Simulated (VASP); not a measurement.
Runs of VASP 6.6.1 on Ta3Cr. The structure is that of space group Pm-3m (No. 221), or close to it. The cells are those of the table. 

```tsv
task	spin	cell	k mesh	cutoff (eV)	gap on the mesh (eV)	pressure (GPa)	moment (μB)	relaxed volume (Å³/atom)
relaxation of cell and atoms	collinear, ferromagnetic start	relaxed from a = 3.923 Å, 4 atoms	4 × 4 × 4	600	none	-0.3	2.48	17.71
relaxation of cell and atoms	off	relaxed from a = 4.102 Å, 4 atoms	12 × 12 × 12	600	none	-0.1	-	(b)
single point	collinear, ferromagnetic start	a = 4.102 Å, 4 atoms	4 × 4 × 4	520	none	(a)	0.00	-
single point	off	a = 4.098 Å, 4 atoms	12 × 12 × 12	520	none	0.0	-	-
```

Alike in all rows: level PBE; potentials or basis VASP PAW PBE potentials, release 64 (Ta_pv, Cr_pv); smearing gaussian 0.1 eV.

Task: Estimate the missing entries.

Result: (a) -0.2; (b) 17.21.

Caveats: some runs use coarse meshes; spin-orbit coupling is left out, which moves the levels of the heavy elements; the volume moved by over 15 % at a fixed basis, so the end points are rough (some runs).

A k mesh can miss the band edges, and the runs leave out spin-orbit coupling on Ta.

A gap of «none» marks levels without a gap at the run's occupations.
